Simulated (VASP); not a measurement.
# AlGa3N4 (P1) in VASP: further runs

AlGa3N4 is run at these levels: r2SCAN; tasks: single point.

All numbers are computed with VASP 6.6.1; they aren't measurements. Logs are shortened: lines on timing, memory, paths and dates and some standing lists are left out, and cuts for length are marked.

### Step 1. The cell of the first run

The typed cell holds 16 atoms: a = 3.163 Å, b = 5.477 Å, c = 10.297 Å, α = 89.96°, β = 86.48°, γ = 90.00°.

### Step 2. Single point, r2SCAN (the part above a cut slid along it)

POSCAR reads:

```
AlGa3N4
1.0
    0.0000000000     -3.1634143063      0.0000000000
    0.0036943786      0.0000000000     -5.4769945779
   10.2778404038     -0.6326828613      0.0000343770
Al Ga N
2 6 8
Direct
    0.3308717115      0.3327017646      0.8456414426
    0.4308717115      0.3327017646      0.3456414426
    0.4810128713      0.6649393012      0.0949356435
    0.3810128713      0.6649393012      0.5949356435
   -0.0189951192      0.1685429296      0.0949755958
   -0.1189951192      0.1685429296      0.5949755958
   -0.0690560998      0.8338086149      0.3452804992
   -0.1690560998      0.8338086149      0.8452804992
    0.3189886956      0.6593989656      0.9050565220
    0.4189886956      0.6593989656      0.4050565220
   -0.1808031043      0.1740689627      0.9040155213
   -0.0808031043      0.1740689627      0.4040155213
   -0.0310939550      0.8338062859      0.1554697749
   -0.1310939550      0.8338062859      0.6554697749
    0.4677549989      0.3327321755      0.1612250056
    0.3677549989      0.3327321755      0.6612250056
```

INCAR.step1 reads:

```
PREC     = Accurate       # precision mode
ENCUT    = 520            # plane-wave cutoff, eV
ISMEAR   = 0              # smearing method
SIGMA    = 0.05           # smearing width, eV
LREAL    = Auto         
LASPH    = T              # aspherical terms in the spheres
NELM     = 60             # most SCF steps
NBANDS   = 76             # bands
GGA      = PE             # functional
ALGO     = Normal         # electronic algorithm
EDIFF    = 1E-4           # SCF threshold, eV
LWAVE    = T              # write WAVECAR
LCHARG   = F              # write CHGCAR
```

INCAR.step2 reads:

```
PREC     = Accurate       # precision mode
ENCUT    = 520            # plane-wave cutoff, eV
EDIFF    = 1E-7           # SCF threshold, eV
ISMEAR   = 0              # smearing method
SIGMA    = 0.05           # smearing width, eV
LREAL    = Auto         
LASPH    = T              # aspherical terms in the spheres
NELM     = 60             # most SCF steps
ALGO     = Normal         # electronic algorithm
ISIF     = 2              # what is computed and relaxed
LWAVE    = F              # write WAVECAR
LCHARG   = F              # write CHGCAR
METAGGA  = R2SCAN         # meta-GGA
LMIXTAU  = T            
NBANDS   = 76             # bands
ISTART   = 1
```

KPOINTS reads:

```
Automatic mesh
0
Gamma
  7 4 3
```

Potentials or basis: VASP PAW PBE potentials, release 64 (Al, Ga_d, N).

Started as:

```
$ cat potpaw_PBE.64/Al/POTCAR potpaw_PBE.64/Ga_d/POTCAR potpaw_PBE.64/N/POTCAR > POTCAR
$ cp INCAR.step1 INCAR
$ mpirun -np 1 vasp_std > vasp.out
$ cp INCAR.step2 INCAR
$ mpirun -np 1 vasp_std > vasp.out
```

OUTCAR:

```text
PREC = Accurate
   ENCUT = 520
   EDIFF = 1E-7
   ISMEAR = 0
   LREAL = Auto
   LASPH = T
   NELM = 60
   ISIF = 2
   METAGGA = R2SCAN
   ISTART = 1

 ion  position               nearest neighbor table
   1  0.331  0.333  0.846-   9 1.89  16 1.90  11 1.90  11 1.90   5 2.88
   2  0.431  0.333  0.346-  10 1.89  15 1.90  12 1.90  12 1.90   6 3.14   6 3.14
   3  0.481  0.665  0.095-  13 1.94  13 1.94  15 1.94   9 2.05   8 2.89
   4  0.381  0.665  0.595-  14 1.94  14 1.94  16 1.94  10 1.95
   5  0.981  0.169  0.095-  13 1.94  15 1.94  15 1.94  11 2.06   1 2.88
   6  0.881  0.169  0.595-  14 1.94  16 1.94  16 1.94  12 1.96   2 3.14   2 3.14
   7  0.931  0.834  0.345-  10 1.95  10 1.95  13 1.95  12 1.96
   8  0.831  0.834  0.845-   9 1.95   9 1.95  14 1.95  11 1.96   3 2.89
   9  0.319  0.659  0.905-   1 1.89   8 1.95   8 1.95   3 2.05
  10  0.419  0.659  0.405-   2 1.89   7 1.95   7 1.95   4 1.95
  11  0.819  0.174  0.904-   1 1.90   1 1.90   8 1.96   5 2.06
  12  0.919  0.174  0.404-   2 1.90   2 1.90   7 1.96   6 1.96
  13  0.969  0.834  0.155-   3 1.94   3 1.94   5 1.94   7 1.95
  14  0.869  0.834  0.655-   4 1.94   4 1.94   6 1.94   8 1.95
  15  0.468  0.333  0.161-   2 1.90   3 1.94   5 1.94   5 1.94
  16  0.368  0.333  0.661-   1 1.90   4 1.94   6 1.94   6 1.94

  LATTYP: Found a triclinic cell.
 ALAT       =     6.3249247686
 B/A-ratio  =     0.8659384932
 C/A-ratio  =     1.6735106566
 COS(alpha) =     0.0006517156
 COS(beta)  =     0.1201455505
 COS(gamma) =     0.8659384932

  Lattice vectors:

 A1 = (  -0.0036943786,  -3.1634143063,   5.4769945779)
 A2 = (  -0.0036943786,   0.0000000000,   5.4769945779)
 A3 = ( -10.2778404038,  -2.5307314450,  -0.0000343770)

Analysis of symmetry for initial positions (statically):
=====================================================================
 Subroutine PRICEL returns:
 Original cell was already a primitive cell.

 Routine SETGRP: Setting up the symmetry group for a
 triclinic supercell.

 Subroutine GETGRP returns: Found  1 space group operations
 (whereof  1 operations were pure point group operations)
 out of a pool of  2 trial point group operations.

The static configuration has the point symmetry C_1 .

Analysis of symmetry for dynamics (positions and initial velocities):
=====================================================================
 Subroutine PRICEL returns:
 Original cell was already a primitive cell.

 Routine SETGRP: Setting up the symmetry group for a
 triclinic supercell.

 Subroutine GETGRP returns: Found  1 space group operations
 (whereof  1 operations were pure point group operations)
 out of a pool of  2 trial point group operations.

The dynamic configuration has the point symmetry C_1 .

 Subroutine INISYM returns: Found  1 space group operations
 (whereof  1 operations are pure point group operations),
 and found     1 'primitive' translations

----------------------------------------------------------------------------------------

                                     Primitive cell

  volume of cell :     178.0739

  direct lattice vectors                    reciprocal lattice vectors
     0.000000000 -3.163414306  0.000000000    -0.019459341 -0.316114142 -0.000013126
     0.003694379  0.000000000 -5.476994578     0.000000611  0.000000000 -0.182581886
    10.277840404 -0.632682861  0.000034377     0.097296704  0.000000000  0.000065629

  length of vectors
     3.163414306  5.476995824 10.297295323     0.316712515  0.182581886  0.097296726

  position of ions in fractional coordinates (direct lattice)
     0.330871712  0.332701765  0.845641443
     0.430871711  0.332701765  0.345641443
     0.481012871  0.664939301  0.094935644
     0.381012871  0.664939301  0.594935644
     0.981004881  0.168542930  0.094975596
     0.881004881  0.168542930  0.594975596
[... 8 lines left out ...]
     0.467754999  0.332732175  0.161225006
     0.367754999  0.332732175  0.661225006

  ion indices of the primitive-cell ions
   primitive index   ion index
                 1           1
                 2           2
                 3           3
                 4           4
                 5           5
                 6           6
[... 8 lines left out ...]
                15          15
                16          16

----------------------------------------------------------------------------------------

 KPOINTS: Automatic mesh

Automatic generation of k-mesh.
 Grid dimensions read from file:
 generate k-points for:    7    4    3

 Generating k-lattice:

  Cartesian coordinates                     Fractional coordinates (reciprocal lattice)
    -0.002779906 -0.045159163 -0.000001875     0.142857143  0.000000000  0.000000000
     0.000000153  0.000000000 -0.045645471     0.000000000  0.250000000 -0.000000000
     0.032432235  0.000000000  0.000021876     0.000000000 -0.000000000  0.333333333

  Length of vectors
     0.045244645  0.045645471  0.032432242

  Shift w.r.t. Gamma in fractional coordinates (k-lattice)
     0.000000000  0.000000000  0.000000000

 Subroutine IBZKPT returns following result:
 ===========================================

 Found     43 irreducible k-points:

 Following reciprocal coordinates:
            Coordinates               Weight
  0.000000  0.000000  0.000000      1.000000
  0.142857  0.000000  0.000000      2.000000
  0.285714  0.000000  0.000000      2.000000
  0.428571  0.000000 -0.000000      2.000000
  0.000000  0.250000 -0.000000      2.000000
  0.142857  0.250000  0.000000      2.000000
[... 16 lines left out ...]
  0.000000  0.250000  0.333333      2.000000
  0.142857  0.250000  0.333333      2.000000
 [... further k-points ...]
   k-points           NKPTS =     43   k-points in BZ     NKDIM =     43   number of bands    NBANDS=     76
   number of dos      NEDOS =    301   number of ions     NIONS =     16
   total plane-waves  NPLWV =  80640
   dimension x,y,z NGX =    24 NGY =   42 NGZ =   80
   dimension x,y,z NGXF=    48 NGYF=   84 NGZF=  160
   ions per type =               2   6   8
   NGX,Y,Z   is equivalent  to a cutoff of  12.61, 12.75, 12.92 a.u.
   NGXF,Y,Z  is equivalent  to a cutoff of  25.23, 25.50, 25.83 a.u.
 SYSTEM =  unknown system
   PREC   = accura    normal or accurate (medium, high low for compatibility)
   ISTART =      1    job   : 0-new  1-cont  2-samecut
   ICHARG =      0    charge: 1-file 2-atom 10-const
   ISPIN  =      1    spin polarized calculation?
   LNONCOLLINEAR =      F non collinear calculations
   LSORBIT =      F    spin-orbit coupling
   LASPH  =      T    aspherical Exc in radial PAW
   ENCUT  =  520.0 eV  38.22 Ry    6.18 a.u.   5.88 10.18 19.15*2*pi/ulx,y,z
   NELM   =     60;   NELMIN=  2; NELMDL=  0     # of ELM steps
   EDIFF  = 0.1E-06   stopping-criterion for ELM
   LREAL  =      T    real-space projection
   EDIFFG = 0.1E-05   stopping-criterion for IOM
   NSW    =      0    number of steps for IOM
   IBRION =     -1    ionic relax: 0-MD 1-quasi-New 2-CG
   NFREE  =      0    steps in history (QN), initial steepest desc. (CG)
   ISIF   =      2    stress and relaxation
   ISYM   =      2    0-nonsym 1-usesym 2-fastsym
   POTIM  = 0.5000    time-step for ionic-motion
   TEBEG  =    0.0;   TEEND  =   0.0 temperature during run
   PSTRESS=    0.0 pullay stress
   NELECT =     124.0000    total number of electrons
   NUPDOWN=      -1.0000    fix difference up-down
   EMIN   =  10.00;   EMAX   =-10.00  energy-range for DOS
   EFERMI =   0.00;   METHOD = LEGACY
   ISMEAR =     0;   SIGMA  =   0.05  broadening in eV -4-tet -1-fermi 0-gaus
   EFERMI_NEDOS =   21; number of points for ismear=-14 and -15
   IALGO  =     38    algorithm
   IMIX   =      4    mixing-type and parameters
     AMIX     =   0.40;   BMIX     =  1.00
     AMIX_MAG =   1.60;   BMIX_MAG =  1.00
  volume/ion in A,a.u.               =      11.13        75.11
  Fermi-wavevector in a.u.,A,eV,Ry     =   1.451049  2.742084 28.647641  2.105542
  Thomas-Fermi vector in A             =   2.568591
   LORBIT       =      0    0 simple, 1 ext, 2 COOP (PROOUT), +10 PAW based schemes
   METAGGA = R2SCAN    functional components
   LHFCALC =     F    Hartree Fock is set to
   AEXX    =    0.0000 exact exchange contribution
   IVDW    =     0    specifies the selected vdW correction
   LEPSILON=     F    determine dielectric tensor
   LRPA    =     F    only Hartree local field effects (RPA)
 non-spin polarized calculation
 Gauss-broadening in eV      SIGMA  =   0.05
  energy-cutoff  :      520.00
  volume of cell :      178.07
 maximum number of plane-waves:      4820
   NGX = 11   NGY = 21   NGZ = 39

 number of electron     123.9999976 magnetization

 Free energy of the ion-electron system (eV)
  ---------------------------------------------------
  ext. energy  EPLUGINS =         0.00000000
  ---------------------------------------------------
  free energy    TOTEN  =      -169.08731672 eV

  energy without entropy =     -169.08731672  energy(sigma->0) =     -169.08731672

 E-fermi :   5.6449     XC(G=0): -12.3852

 val. band max:        5.4340007600   @ k =   0.0000   0.0000   0.0000
 cond. band min:       8.0567825143   @ k =   0.0000   0.0000   0.0000
 fundamental gap:      2.6227817542
 Fermi energy:         5.6449192686

 k-point     1 :       0.0000    0.0000    0.0000
  band No.  band energies     occupation
      1     -11.3207      2.00000
      2     -10.7935      2.00000
      3     -10.5350      2.00000
      4     -10.3266      2.00000
      5     -10.1629      2.00000
      6     -10.0338      2.00000
[... 66 lines left out ...]
     73      14.0703      0.00000
     74      14.8179      0.00000

 k-point     2 :       0.1429    0.0000    0.0000
  band No.  band energies     occupation
      1     -11.1633      2.00000
      2     -10.6917      2.00000
      3     -10.4333      2.00000
      4     -10.2792      2.00000
      5     -10.1354      2.00000
      6      -9.9926      2.00000
[... 66 lines left out ...]
     73      14.0169      0.00000
     74      14.2571      0.00000

 k-point     3 :       0.2857    0.0000    0.0000
  band No.  band energies     occupation
      1     -10.7823      2.00000
      2     -10.4661      2.00000
      3     -10.2753      2.00000
      4     -10.1331      2.00000
      5     -10.0859      2.00000
      6      -9.9048      2.00000
[... 1606 lines left out ...]
     73      13.9986      0.00000
     74      14.3242      0.00000

 k-point    24 :       0.1429    0.2500    0.3333
  band No.  band energies     occupation
      1     -10.9646      2.00000
      2     -10.7247      2.00000
      3     -10.4016      2.00000
      4     -10.2429      2.00000
      5     -10.1725      2.00000
      6      -9.9850      2.00000
[... 66 lines left out ...]
     73      13.6058      0.00000
     74      14.0132      0.00000

 [... further k-points ...]

 [bands above 74 left out]

------------------------ aborting loop because EDIFF is reached ----------------------------------------

  FORCE on cell =-STRESS in cart. coord.  units (eV):
  Direction    XX          YY          ZZ          XY          YZ          ZX
  --------------------------------------------------------------------------------------
  -------------------------------------------------------------------------------------
  Total        0.6807299     -1.5958597      0.9008622      5.7948441     -0.8196144     -0.4936003
  in kB        6.1247045    -14.3583662      8.1052922     52.1377259     -7.3742847     -4.4410508
  external PRESSURE =      -0.0427898 kB  Pullay stress =       0.0000000 kB

 VOLUME and BASIS-vectors are now :
 -----------------------------------------------------------------------------
  energy-cutoff  :      520.00
  volume of cell :      178.07
      direct lattice vectors                 reciprocal lattice vectors
     0.000000000 -3.163414306  0.000000000    -0.019459341 -0.316114142 -0.000013126
     0.003694379  0.000000000 -5.476994578     0.000000611  0.000000000 -0.182581886
    10.277840404 -0.632682861  0.000034377     0.097296704  0.000000000  0.000065629

 POSITION                                       TOTAL-FORCE (eV/Angst)
 -----------------------------------------------------------------------------------
      8.69260     -1.58171     -1.82218        -0.216129     -0.129954     -0.147624
      3.55368     -1.58171     -1.82219         0.103609      0.051415     -0.021980
      0.97819     -1.58171     -3.64187        -0.370894      0.872265      0.133857
      6.11711     -1.58171     -3.64185         0.080618     -0.021749      0.010072
      0.97677     -3.16341     -0.92311        -0.300650      0.880495      0.102121
      6.11569     -3.16341     -0.92309         0.078177     -0.017831     -0.003664
[... 8 lines left out ...]
      1.65827     -1.58171     -1.82237         0.144353      0.267010     -0.143331
      6.79719     -1.58171     -1.82235        -0.012750     -0.044812      0.019460
 -----------------------------------------------------------------------------------
    total drift:                               -0.014657     -0.005768      0.010187

  FREE ENERGIE OF THE ION-ELECTRON SYSTEM (eV)
  ---------------------------------------------------
  free  energy   TOTEN  =      -169.0873167240 eV

  energy  without entropy=     -169.0873167240  energy(sigma->0) =     -169.08731672
```

Run time: 83 min. Hardware: 1 thread of Oxide Virtual Turin-like, shared host; peak memory 0.49 GiB.

What came out:

- Free energy: -169.0873 eV
- Pressure: 0.0 GPa
- Largest force: 1.093 eV/Å
- Band gap on the k mesh: 2.62 eV

Forces in eV/Å, atoms in the order of the input:
```
Al  -0.216 -0.130 -0.148
Al   0.104  0.051 -0.022
Ga  -0.371  0.872  0.134
Ga   0.081 -0.022  0.010
Ga  -0.301  0.880  0.102
Ga   0.078 -0.018 -0.004
Ga   0.100  0.059 -0.031
Ga  -0.155 -0.166 -0.170
N    0.428 -0.959  0.303
N   -0.098  0.003  0.073
N    0.366 -1.003  0.097
N   -0.125  0.001 -0.083
N    0.066  0.253 -0.150
N   -0.088 -0.046  0.013
N    0.144  0.267 -0.143
N   -0.013 -0.045  0.019
```

Levels at points of the mesh, in eV from the valence-band top:
```csv
k point,band 59,band 60,band 61,band 62,band 63,band 64,band 65,band 66
"(0.00, 0.00, 0.00)",-0.53,-0.24,-0.18,0.00,2.62,4.55,4.90,4.94
"(0.00, 0.50, 0.00)",-0.94,-0.73,-0.64,-0.37,4.77,4.98,5.62,5.76
```

Caveat: the cell differs from its parent crystal (the part above a cut slid along it); the PAW data sets were made with another functional, which shifts forces and pressure a little.

### Step 3. Single point, r2SCAN (the part above a cut slid along it)

POSCAR reads:

```
AlGa3N4
1.0
    0.0000000000     -3.1634143063      0.0000000000
    0.0036943786      0.0000000000     -5.4769945779
   10.2778404038     -0.3163414306      0.0000343770
Al Ga N
2 6 8
Direct
    0.4154358557      0.3327017646      0.8456414426
    0.4654358557      0.3327017646      0.3456414426
    0.4905064356      0.6649393012      0.0949356435
    0.4405064356      0.6649393012      0.5949356435
   -0.0094975596      0.1685429296      0.0949755958
   -0.0594975596      0.1685429296      0.5949755958
   -0.0345280499      0.8338086149      0.3452804992
   -0.0845280499      0.8338086149      0.8452804992
    0.4094943478      0.6593989656      0.9050565220
    0.4594943478      0.6593989656      0.4050565220
   -0.0904015521      0.1740689627      0.9040155213
   -0.0404015521      0.1740689627      0.4040155213
   -0.0155469775      0.8338062859      0.1554697749
   -0.0655469775      0.8338062859      0.6554697749
    0.4838774994      0.3327321755      0.1612250056
    0.4338774994      0.3327321755      0.6612250056
```

INCAR.step1 reads:

```
SYSTEM = AlGa3N4
PREC = Accurate
ENCUT = 520
ISMEAR = 0
SIGMA = 0.05
LREAL = Auto
LASPH = .True.
NELM = 80
NBANDS = 76
GGA = PE
ALGO = Normal
EDIFF = 1E-4
LWAVE = .True.
LCHARG = .False.
```

INCAR.step2 reads:

```
SYSTEM = AlGa3N4
PREC = Accurate
ENCUT = 520
EDIFF = 1E-6
ISMEAR = 0
SIGMA = 0.05
LREAL = Auto
LASPH = .True.
NELM = 80
ALGO = Normal
ISIF = 2
LWAVE = .False.
LCHARG = .False.
METAGGA = R2SCAN
LMIXTAU = .True.
NBANDS = 76
ISTART = 1
```

KPOINTS reads:

```
regular mesh
0
Gamma
  7 4 3
  0 0 0
```

Potentials or basis: VASP PAW PBE potentials, release 64 (Al, Ga_d, N).

Started as:

```
$ cat potpaw_PBE.64/Al/POTCAR potpaw_PBE.64/Ga_d/POTCAR potpaw_PBE.64/N/POTCAR > POTCAR
$ cp INCAR.step1 INCAR
$ mpirun -np 1 vasp_std > vasp.out
$ cp INCAR.step2 INCAR
$ mpirun -np 1 vasp_std > vasp.out
```

It took 59 min on 1 thread of Oxide Virtual Turin-like, shared host; peak memory 0.48 GiB.

Results (log left out):

| Item | Value |
| --- | --- |
| Free energy | -169.6666 eV |
| Pressure | 0.5 GPa |
| Largest force | 0.517 eV/Å |
| Band gap on the k mesh | 2.80 eV |

Forces on the atoms (eV/Å):
```
Al  -0.065 -0.078 -0.045
Al   0.016  0.031 -0.008
Ga  -0.136  0.442  0.042
Ga   0.020 -0.011  0.010
Ga  -0.114  0.448  0.025
Ga   0.022 -0.012  0.004
Ga   0.032  0.033 -0.010
Ga  -0.038 -0.106 -0.054
N    0.140 -0.476  0.136
N   -0.048  0.002  0.074
N    0.102 -0.506 -0.028
N   -0.074  0.000 -0.077
N    0.016  0.139 -0.040
N   -0.025 -0.027  0.001
N    0.096  0.148 -0.035
N    0.055 -0.025  0.005
```

Stress tensor (GPa, compression positive):
```
 0.50  2.76 -0.10
 2.76  0.20 -0.39
-0.10 -0.39  0.78
```

Levels at points of the mesh, in eV from the valence-band top:
| k point | band 59 | band 60 | band 61 | band 62 | band 63 | band 64 | band 65 | band 66 |
| --- | --- | --- | --- | --- | --- | --- | --- | --- |
| (0.00, 0.00, 0.00) | -0.42 | -0.16 | -0.11 | 0.00 | 2.80 | 4.90 | 5.01 | 5.09 |
| (0.00, 0.50, 0.00) | -0.87 | -0.68 | -0.61 | -0.36 | 5.03 | 5.24 | 5.86 | 5.90 |

Caveat: the cell differs from its parent crystal (the part above a cut slid along it); the PAW data sets were made with another functional, which shifts forces and pressure a little.
